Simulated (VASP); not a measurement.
# B4MoRu (Cmmm) in VASP: relaxation of cell and atoms with PBE

Aim: the relaxation of cell and atoms of B4MoRu with PBE.

Program: VASP 6.6.1. These are calculated values, not measurements. Logs are shortened: lines on timing, memory, paths and dates and some standing lists are left out, and cuts for length are marked.

## (1) The cell of the first run

It takes space group Cmmm (No. 65, orthorhombic). The conventional cell has a = 7.910 Å, b = 8.106 Å, c = 2.494 Å, α = 90.00°, β = 90.00°, γ = 90.00°. B (site symmetry m2m) has 1 Ru at 2.15 Å and 2 Mo at 2.28 Å and 2 B at 2.49 Å within 2.8 Å. Within 2.8 Å of B (site symmetry 2mm) lie 2 Ru at 2.13 Å and 1 Mo at 2.22 Å and 2 B at 2.49 Å. Mo (site symmetry mmm) has 6 B at 2.22 to 2.28 Å and 2 Mo at 2.49 Å within 2.9 Å. Within 2.8 Å of Ru (site symmetry mmm) lie 6 B at 2.13 to 2.15 Å and 2 Ru at 2.49 Å.

The cell was generated, and may not be a known phase.

## (2) Relaxation of cell and atoms, PBE

The input, INCAR:

```
SYSTEM = B4MoRu
PREC = Accurate
ENCUT = 600
EDIFF = 1E-6
ISMEAR = 0
SIGMA = 0.1
LREAL = .False.
LASPH = .True.
NELM = 80
ALGO = Normal
ISIF = 3
LWAVE = .False.
LCHARG = .False.
GGA = PE
IBRION = 2
NSW = 100
EDIFFG = -0.01
```

The input, KPOINTS:

```
regular mesh
0
Gamma
  8 8 14
  0 0 0
```

The input, POSCAR:

```
B4MoRu
1.0
    3.9551867353     -4.0527896820      0.0000000000
    3.9551867353      4.0527896820      0.0000000000
    0.0000000000      0.0000000000      2.4936523311
B Mo Ru
4 1 1
Direct
    0.2350915282      0.7649084718      0.0000000000
    0.7187571725      0.7187571725      0.5000000000
    0.7649084718      0.2350915282      0.0000000000
    0.2812428275      0.2812428275      0.5000000000
    0.0000000000      0.0000000000      0.5000000000
    0.5000000000      0.5000000000      0.0000000000
```

Potentials or basis: VASP PAW PBE potentials, release 64 (B, Mo_sv, Ru_pv).

The run is started by

```sh
> cat potpaw_PBE.64/B/POTCAR potpaw_PBE.64/Mo_sv/POTCAR potpaw_PBE.64/Ru_pv/POTCAR > POTCAR
> mpirun -np 1 vasp_std > vasp.out
```

OUTCAR:

```text
SYSTEM = B4MoRu
   PREC = Accurate
   ENCUT = 600
   EDIFF = 1E-6
   ISMEAR = 0
   LREAL = .False.
   LASPH = .True.
   NELM = 80
   ISIF = 3
   GGA = PE
   IBRION = 2
   NSW = 100
   EDIFFG = -0.01

 ion  position               nearest neighbor table
   1  0.235  0.765  0.000-   6 2.15   5 2.28   5 2.28
   2  0.719  0.719  0.500-   6 2.13   6 2.13   5 2.22
   3  0.765  0.235  0.000-   6 2.15   5 2.28   5 2.28
   4  0.281  0.281  0.500-   6 2.13   6 2.13   5 2.22
   5  0.000  0.000  0.500-   2 2.22   4 2.22   3 2.28   1 2.28   1 2.28   3 2.28
   6  0.500  0.500  0.000-   2 2.13   4 2.13   2 2.13   4 2.13   3 2.15   1 2.15

  LATTYP: Found a base centered orthorhombic cell.
 ALAT       =     7.9103734706
 B/A-ratio  =     1.0246772032
 C/A-ratio  =     0.3152382552

  Lattice vectors:

 A1 = (   3.9551867353,  -4.0527896820,   0.0000000000)
 A2 = (   3.9551867353,   4.0527896820,   0.0000000000)
 A3 = (   0.0000000000,   0.0000000000,   2.4936523311)

Analysis of symmetry for initial positions (statically):
=====================================================================
 Subroutine PRICEL returns:
 Original cell was already a primitive cell.

 Routine SETGRP: Setting up the symmetry group for a
 base centered orthorhombic supercell.

 Subroutine GETGRP returns: Found  8 space group operations
 (whereof  8 operations were pure point group operations)
 out of a pool of  8 trial point group operations.

The static configuration has the point symmetry D_2h.

Analysis of symmetry for dynamics (positions and initial velocities):
=====================================================================
 Subroutine PRICEL returns:
 Original cell was already a primitive cell.

 Routine SETGRP: Setting up the symmetry group for a
 base centered orthorhombic supercell.

 Subroutine GETGRP returns: Found  8 space group operations
 (whereof  8 operations were pure point group operations)
 out of a pool of  8 trial point group operations.

The dynamic configuration has the point symmetry D_2h.

 Subroutine INISYM returns: Found  8 space group operations
 (whereof  8 operations are pure point group operations),
 and found     1 'primitive' translations

----------------------------------------------------------------------------------------

                                     Primitive cell

  volume of cell :      79.9442

  direct lattice vectors                    reciprocal lattice vectors
     3.955186735 -4.052789682  0.000000000     0.126416282 -0.123371810  0.000000000
     3.955186735  4.052789682  0.000000000     0.126416282  0.123371810  0.000000000
     0.000000000  0.000000000  2.493652331     0.000000000  0.000000000  0.401018212

  length of vectors
     5.662915002  5.662915002  2.493652331     0.176639972  0.176639972  0.401018212

  position of ions in fractional coordinates (direct lattice)
     0.235091528  0.764908472  0.000000000
     0.718757172  0.718757172  0.500000000
     0.764908472  0.235091528  0.000000000
     0.281242828  0.281242828  0.500000000
     0.000000000  0.000000000  0.500000000
     0.500000000  0.500000000  0.000000000

  ion indices of the primitive-cell ions
   primitive index   ion index
                 1           1
                 2           2
                 3           3
                 4           4
                 5           5
                 6           6

----------------------------------------------------------------------------------------

 KPOINTS: regular mesh

Automatic generation of k-mesh.
 Grid dimensions read from file:
 generate k-points for:    8    8   14

 Generating k-lattice:

  Cartesian coordinates                     Fractional coordinates (reciprocal lattice)
     0.015802035 -0.015421476  0.000000000     0.125000000  0.000000000  0.000000000
     0.015802035  0.015421476  0.000000000     0.000000000  0.125000000  0.000000000
     0.000000000  0.000000000  0.028644158     0.000000000  0.000000000  0.071428571

  Length of vectors
     0.022079997  0.022079997  0.028644158

  Shift w.r.t. Gamma in fractional coordinates (k-lattice)
     0.000000000  0.000000000  0.000000000

 Subroutine IBZKPT returns following result:
 ===========================================

 Found    168 irreducible k-points:

 Following reciprocal coordinates:
            Coordinates               Weight
  0.000000  0.000000  0.000000      1.000000
  0.125000  0.000000  0.000000      4.000000
  0.250000  0.000000  0.000000      4.000000
  0.375000  0.000000  0.000000      4.000000
  0.500000  0.000000  0.000000      2.000000
  0.125000  0.125000  0.000000      2.000000
[... 16 lines left out ...]
  0.125000  0.000000  0.071429      8.000000
  0.250000  0.000000  0.071429      8.000000
 [... further k-points ...]
   k-points           NKPTS =    168   k-points in BZ     NKDIM =    168   number of bands    NBANDS=     24
   number of dos      NEDOS =    301   number of ions     NIONS =      6
   total plane-waves  NPLWV =  46080
   dimension x,y,z NGX =    48 NGY =   48 NGZ =   20
   dimension x,y,z NGXF=    96 NGYF=   96 NGZF=   40
   ions per type =               4   1   1
   NGX,Y,Z   is equivalent  to a cutoff of  14.09, 14.09, 13.33 a.u.
   NGXF,Y,Z  is equivalent  to a cutoff of  28.18, 28.18, 26.67 a.u.
 SYSTEM =  B4MoRu
   PREC   = accura    normal or accurate (medium, high low for compatibility)
   ISTART =      0    job   : 0-new  1-cont  2-samecut
   ICHARG =      2    charge: 1-file 2-atom 10-const
   ISPIN  =      1    spin polarized calculation?
   LNONCOLLINEAR =      F non collinear calculations
   LSORBIT =      F    spin-orbit coupling
   LASPH  =      T    aspherical Exc in radial PAW
   ENCUT  =  600.0 eV  44.10 Ry    6.64 a.u.  11.31 11.31  4.98*2*pi/ulx,y,z
   NELM   =     80;   NELMIN=  2; NELMDL= -5     # of ELM steps
   EDIFF  = 0.1E-05   stopping-criterion for ELM
   LREAL  =      F    real-space projection
   EDIFFG = -.1E-01   stopping-criterion for IOM
   NSW    =    100    number of steps for IOM
   IBRION =      2    ionic relax: 0-MD 1-quasi-New 2-CG
   NFREE  =      1    steps in history (QN), initial steepest desc. (CG)
   ISIF   =      3    stress and relaxation
   ISYM   =      2    0-nonsym 1-usesym 2-fastsym
   POTIM  = 0.5000    time-step for ionic-motion
   TEBEG  =    0.0;   TEEND  =   0.0 temperature during run
   PSTRESS=    0.0 pullay stress
   NELECT =      40.0000    total number of electrons
   NUPDOWN=      -1.0000    fix difference up-down
   EMIN   =  10.00;   EMAX   =-10.00  energy-range for DOS
   EFERMI =   0.00;   METHOD = LEGACY
   ISMEAR =     0;   SIGMA  =   0.10  broadening in eV -4-tet -1-fermi 0-gaus
   EFERMI_NEDOS =   21; number of points for ismear=-14 and -15
   IALGO  =     38    algorithm
   IMIX   =      4    mixing-type and parameters
     AMIX     =   0.40;   BMIX     =  1.00
     AMIX_MAG =   1.60;   BMIX_MAG =  1.00
  volume/ion in A,a.u.               =      13.32        89.92
  Fermi-wavevector in a.u.,A,eV,Ry     =   1.299668  2.456017 22.982112  1.689138
  Thomas-Fermi vector in A             =   2.430917
   LORBIT       =      0    0 simple, 1 ext, 2 COOP (PROOUT), +10 PAW based schemes
   GGA     = PE    functional components
   LHFCALC =     F    Hartree Fock is set to
   AEXX    =    0.0000 exact exchange contribution
   IVDW    =     0    specifies the selected vdW correction
   LEPSILON=     F    determine dielectric tensor
   LRPA    =     F    only Hartree local field effects (RPA)
 conjugate gradient relaxation of ions
 non-spin polarized calculation
 Gauss-broadening in eV      SIGMA  =   0.10
  energy-cutoff  :      600.00
  volume of cell :       79.94
 maximum number of plane-waves:      2710
 NGX is ok and might be reduce to    48
   NGX = 23   NGY = 23   NGZ =  9

--------------------------------------- Ionic step        1  -------------------------------------------

 number of electron      39.9999997 magnetization

 Free energy of the ion-electron system (eV)
  ---------------------------------------------------
  ext. energy  EPLUGINS =         0.00000000
  ---------------------------------------------------
  free energy    TOTEN  =       -39.76127300 eV

  energy without entropy =      -39.73669838  energy(sigma->0) =      -39.74898569

------------------------ aborting loop because EDIFF is reached ----------------------------------------

  FORCE on cell =-STRESS in cart. coord.  units (eV):
  Direction    XX          YY          ZZ          XY          YZ          ZX
  --------------------------------------------------------------------------------------
  -------------------------------------------------------------------------------------
  Total       -0.3880416     -0.4005943      0.5999875      0.0000000      0.0000000      0.0000000
  in kB       -7.7768182     -8.0283886     12.0244664      0.0000000      0.0000000      0.0000000
  external PRESSURE =      -1.2602468 kB  Pullay stress =       0.0000000 kB

 VOLUME and BASIS-vectors are now :
 -----------------------------------------------------------------------------
  energy-cutoff  :      600.00
  volume of cell :       79.94
      direct lattice vectors                 reciprocal lattice vectors
     3.955186735 -4.052789682  0.000000000     0.126416282 -0.123371810  0.000000000
     3.955186735  4.052789682  0.000000000     0.126416282  0.123371810  0.000000000
     0.000000000  0.000000000  2.493652331     0.000000000  0.000000000  0.401018212
[... 241 lines left out ...]
 POSITION                                       TOTAL-FORCE (eV/Angst)
 -----------------------------------------------------------------------------------
      3.92950      2.14554      0.00000         0.000000      0.002436      0.000000
      5.65055      0.00000      1.25974        -0.001887      0.000000      0.000000
      3.92950     -2.14554      0.00000         0.000000     -0.002436     -0.000000
      2.20845      0.00000      1.25974         0.001887      0.000000      0.000000
      0.00000     -0.00000      1.25974         0.000000      0.000000      0.000000
      3.92950      0.00000      0.00000         0.000000      0.000000      0.000000
 -----------------------------------------------------------------------------------
    total drift:                               -0.000000     -0.000000      0.000000

  FREE ENERGIE OF THE ION-ELECTRON SYSTEM (eV)
  ---------------------------------------------------
  free  energy   TOTEN  =       -39.7682617658 eV

  energy  without entropy=      -39.7435215756  energy(sigma->0) =      -39.75589167

--------------------------------------- Ionic step        8  -------------------------------------------

 number of electron      39.9999998 magnetization

 Free energy of the ion-electron system (eV)
  ---------------------------------------------------
  ext. energy  EPLUGINS =         0.00000000
  ---------------------------------------------------
  free energy    TOTEN  =       -39.76826947 eV

  energy without entropy =      -39.74356778  energy(sigma->0) =      -39.75591863

 E-fermi :   5.5873     XC(G=0): -10.9516

 val. band max:        5.5870979059   @ k =   0.1250   0.1250   0.2857
 cond. band min:       5.5879389598   @ k =  -0.1250   0.1250   0.0714
 fundamental gap:      0.0008410539
 Fermi energy:         5.5872603748

 k-point     1 :       0.0000    0.0000    0.0000
  band No.  band energies     occupation
      1     -54.6811      2.00000
      2     -37.2117      2.00000
      3     -37.1181      2.00000
      4     -36.7215      2.00000
      5     -28.8623      2.00000
      6     -28.7763      2.00000
[... 16 lines left out ...]
     23       8.6236      0.00000
     24       8.7875      0.00000
[... 598 lines left out ...]
      2     -37.2061      2.00000
      3     -37.1115      2.00000
      4     -36.7747      2.00000
      5     -28.8509      2.00000
      6     -28.7632      2.00000
[... 16 lines left out ...]
     23       8.1546      0.00000
     24       8.5001      0.00000

 [... further k-points ...]

------------------------ aborting loop because EDIFF is reached ----------------------------------------

  FORCE on cell =-STRESS in cart. coord.  units (eV):
  Direction    XX          YY          ZZ          XY          YZ          ZX
  --------------------------------------------------------------------------------------
  -------------------------------------------------------------------------------------
  Total       -0.0030254     -0.0425451     -0.0429689      0.0000000      0.0000000      0.0000000
  in kB       -0.0607681     -0.8545596     -0.8630713      0.0000000      0.0000000      0.0000000
  external PRESSURE =      -0.5927997 kB  Pullay stress =       0.0000000 kB

 VOLUME and BASIS-vectors are now :
 -----------------------------------------------------------------------------
  energy-cutoff  :      600.00
  volume of cell :       79.77
      direct lattice vectors                 reciprocal lattice vectors
     3.928821441 -4.030057729  0.000000000     0.127264628 -0.124067702  0.000000000
     3.928821441  4.030057729  0.000000000     0.127264628  0.124067702  0.000000000
     0.000000000  0.000000000  2.518921639     0.000000000  0.000000000  0.396995279

 POSITION                                       TOTAL-FORCE (eV/Angst)
 -----------------------------------------------------------------------------------
      3.92882      2.14564      0.00000        -0.000000      0.000870      0.000000
      5.64993      0.00000      1.25946        -0.004810      0.000000      0.000000
      3.92882     -2.14564      0.00000        -0.000000     -0.000870     -0.000000
      2.20771      0.00000      1.25946         0.004810      0.000000     -0.000000
      0.00000     -0.00000      1.25946        -0.000000      0.000000      0.000000
      3.92882      0.00000      0.00000        -0.000000     -0.000000      0.000000
 -----------------------------------------------------------------------------------
    total drift:                                0.000000     -0.000000      0.000000

  FREE ENERGIE OF THE ION-ELECTRON SYSTEM (eV)
  ---------------------------------------------------
  free  energy   TOTEN  =       -39.7682694699 eV

  energy  without entropy=      -39.7435677823  energy(sigma->0) =      -39.75591863

 reached required accuracy - stopping structural energy minimisation
```

Wall time 36 min (1 thread of Intel Xeon 8259CL, shared host); peak memory 0.53 GiB.

What came out:

```
Free energy                           : -39.7683 eV
Relaxed volume                        : 13.29 Å³/atom
Relaxed cell                          : a = 5.628 Å, b = 5.628 Å, c = 2.519 Å, α = 90.00°, β = 90.00°, γ = 91.46°
Space group after relaxing (to 0.1 Å) : Cmmm (No. 65)
Energy gained by relaxing             : 1.2 meV/atom
Ionic steps                           : 8
Pressure after relaxing               : -0.1 GPa
Largest force after relaxing          : 0.005 eV/Å
Band gap on the k mesh                : zero (bands 20 and 21 overlap by 0.79 eV)
```

Forces in eV/Å, atoms in the order of the input:
```
B    0.000  0.001  0.000
B   -0.005  0.000  0.000
B    0.000 -0.001  0.000
B    0.005  0.000  0.000
Mo   0.000  0.000  0.000
Ru   0.000  0.000  0.000
```

Stress tensor (GPa, compression positive):
```
-0.01  0.00  0.00
 0.00 -0.09  0.00
 0.00  0.00 -0.09
```

The path:
```tsv
step	energy change (eV)	largest force (eV/Å)	pressure (GPa)	volume (Å³)
1	0.0000	0.1264	-0.13	79.94
2	-0.0054	0.0490	-0.05	79.82
3	-0.0065	0.0636	-0.03	79.74
4	-0.0065	0.0734	-0.03	79.73
5	-0.0069	0.0156	0.08	79.69
6	-0.0069	0.0128	0.11	79.69
7	-0.0070	0.0024	-0.10	79.80
8	-0.0070	0.0048	-0.06	79.77
```

Final structure:
```
B Mo Ru
1.0
     3.92882   -4.03006    0.00000
     3.92882    4.03006    0.00000
     0.00000    0.00000    2.51892
B Mo Ru
4 1 1
Direct
  0.23380 0.76620 0.00000
  0.71904 0.71904 0.50000
  0.76620 0.23380 0.00000
  0.28096 0.28096 0.50000
  0.00000 0.00000 0.50000
  0.50000 0.50000 0.00000
```
